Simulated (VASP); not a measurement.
A run of VASP 6.6.1 is set up as follows.

INCAR

```
PREC = Accurate ; ENCUT = 520
EDIFF = 1E-8 ; ISMEAR = 0
SIGMA = 0.01 ; LREAL = False
LASPH = True ; NELM = 60
ALGO = Normal ; ISIF = 2
LWAVE = False ; LCHARG = False
GGA = PE ; LEPSILON = True
```

The input KPOINTS:

```
regular mesh
0
Gamma
  8 8 8
```

The input POSCAR:

```
AlN
1.0
    0.0000000000      2.1848764127      2.1848764127
    2.1848764127      0.0000000000      2.1848764127
    2.1848764127      2.1848764127      0.0000000000
Al N
1 1
Direct
    0.0000000000      0.0000000000      0.0000000000
    0.2500000000      0.2500000000      0.2500000000
```

Potentials or basis: VASP PAW PBE potentials, release 64 (Al, N).

Run with:

```sh
$ cat potpaw_PBE.64/Al/POTCAR potpaw_PBE.64/N/POTCAR > POTCAR
$ mpirun -np 1 vasp_std > vasp.out
```

(1) Predict the electronic dielectric tensor (diagonal).

(2) What does it give for the Born charges (mean of the diagonal)?

(3) Estimate the band gap on the k mesh.

Answers

(1) 4.59.

(2) Al +2.53; N -2.53 e.

(3) 3.32 eV (least direct gap 4.19 eV).
